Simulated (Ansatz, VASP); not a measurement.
# WF2 in VASP and in Ansatz

INCAR

```
SYSTEM = WF2
PREC = Accurate
ENCUT = 520
EDIFF = 1E-6
ISMEAR = 0
SIGMA = 0.05
LREAL = .FALSE.
LASPH = .TRUE.
NELM = 150
ALGO = Normal
ISIF = 2
LWAVE = .FALSE.
LCHARG = .FALSE.
LMAXMIX = 4
LDAU = .TRUE.
LDAUTYPE = 2
LDAUL = 2 -1
LDAUU = 4 0
LDAUJ = 0 0
LDAUPRINT = 1
GGA = PS
NBANDS = 21
```

Contents of KPOINTS:

```
Automatic mesh
0
G
  18 18 8
  0 0 0
```

File POSCAR:

```
WF2
1.0
    2.7532265928      0.0000000000      0.0000000000
   -1.3766132964      2.3843641717      0.0000000000
    0.0000000000      0.0000000000      6.1617623769
W F
1 2
Direct
    0.0000000000      0.0000000000      0.0000000000
    0.3333333333      0.6666666667      0.2447159061
    0.6666666667      0.3333333333      0.7552840939
```

Input for Ansatz:

```yaml
crystal:
  lattice:
    - [2.7532265928, 0.0, 0.0]
    - [-1.3766132964, 2.3843641717, 0.0]
    - [0.0, 0.0, 6.1617623769]
  atoms:
    - { symbol: W, position: [0.0, 0.0, 0.0] }
    - { symbol: F, position: [0.3333333333, 0.6666666667, 0.2447159061] }
    - { symbol: F, position: [0.6666666667, 0.3333333333, 0.7552840939] }
basis:
  ecutwfc: 420
kpoints:
  mp_grid: { grid: [18, 18, 8] }
hamiltonian:
  xc: pbesol
  hubbard: { sites: [{ species: W, l: d, u_eff: 4.0 }] }
scf:
  occupations: { method: gaussian, width: 0.05 }
output:
  forces: true
  stress: true
  eigenvalues: true
```

Alike in both runs: task single point; functional PBEsol; k mesh 18 × 18 × 8; occupations gaussian, width 0.05 eV; no spin polarisation; Hubbard terms W d U = 4.0 eV.

```csv
,VASP,Ansatz
version,VASP 6.6.1,Ansatz 0.2.0
potentials or method,"VASP PAW PBE potentials, release 64 (W_sv, F), cutoff 520 eV","scalar-relativistic, plane waves, PAW"
valence electrons in the cell,28,28
```

```csv
,VASP,Ansatz,Ansatz less VASP
gap on the k mesh at the Fermi level (eV),none,none,-
pressure (GPa),5.0,1.3,-3.67
"traceless stress, the component that is largest in VASP (GPa)",0.60,-0.36,-0.962
rms of the force components (eV/Å),0.236,0.036,-0.2007
```

VASP's potentials were made for PBE, not for PBEsol. The programs project onto different local orbitals, so the same U acts differently, and such runs can settle in different states. Atom by atom the forces differ by 0.201 eV/Å (rms over components). A gap of «none» marks a metal or a gap that the smearing closes. Ansatz's warnings: filled band counts differ across k points.

Spin-orbit coupling is off throughout.
